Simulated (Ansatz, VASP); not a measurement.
**One calculation of Cu, two programs**

```
Cu
1.0
     2.17207    0.00000    0.00000
     0.00000    2.17207    0.00000
     0.00000    0.00000    2.17207
Cu
1
Cartesian
  0.0000 0.0000 0.0000
```

Change from the starting cell: volume scaled by 0.78, LAPW.

Alike in both runs: task single point; functional PBEsol; k mesh 18 × 18 × 18; occupations fermi-dirac, width 0.08 eV; no spin polarisation.

|  | VASP | Ansatz |
| --- | --- | --- |
| version | VASP 6.6.1 | Ansatz 0.2.0 |
| potentials or method | VASP PAW PBE potentials, release 64 (Cu), cutoff 520 eV | all-electron LAPW, scalar-relativistic |

VASP gave:

```
pressure (GPa) : 57.1
```

Problem. What did Ansatz give for the same quantities?

Solution. Pressure (GPa): 56.7.

VASP's potentials were made for PBE, not for PBEsol. Both programs put the cell under a high pressure, so it lies far from rest at this level. Ansatz ran all-electron here, and VASP with PAW potentials.
